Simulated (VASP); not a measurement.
Input of a VASP 6.6.1 run:

The input POSCAR:

```
C
1.0
    0.0000000000      1.7801243542      1.7801243542
    1.7801243542      0.0000000000      1.7801243542
    1.7801243542      1.7801243542      0.0000000000
C
2
Direct
    0.0000000000      0.0000000000      0.0000000000
    0.2500000000      0.2500000000      0.2500000000
```

Contents of INCAR.step1:

```
SYSTEM = C
PREC = Accurate ; ENCUT = 520
ISMEAR = 0 ; SIGMA = 0.01
LREAL = .FALSE. ; LASPH = .TRUE.
NELM = 80 ; NBANDS = 11
GGA = PE ; ALGO = Normal
EDIFF = 1E-4 ; LWAVE = .TRUE.
LCHARG = .FALSE.
```

Contents of INCAR.step2:

```
SYSTEM = C
PREC = Accurate ; ENCUT = 520
EDIFF = 1E-6 ; ISMEAR = 0
SIGMA = 0.01 ; LREAL = .FALSE.
LASPH = .TRUE. ; NELM = 80
ALGO = Normal ; ISIF = 2
LWAVE = .FALSE. ; LCHARG = .FALSE.
METAGGA = R2SCAN ; LMIXTAU = .TRUE.
NBANDS = 11 ; ISTART = 1
```

The input KPOINTS:

```
regular mesh
0
G
  12 12 12
  0 0 0
```

Potentials or basis: VASP PAW PBE potentials, release 64 (C).

The run is started by

```bash
$ cat potpaw_PBE.64/C/POTCAR > POTCAR
$ cp INCAR.step1 INCAR
$ mpirun -np 1 vasp_std > vasp.out
$ cp INCAR.step2 INCAR
$ mpirun -np 1 vasp_std > vasp.out
```

(1) What does it give for the pressure?

(2) Estimate the band gap on the k mesh.

## Answers

(1) 1.1 GPa.

(2) 4.36 eV, indirect (least direct gap 5.85 eV).

Caveat: the PAW data sets were made with another functional, which shifts forces and pressure a little.
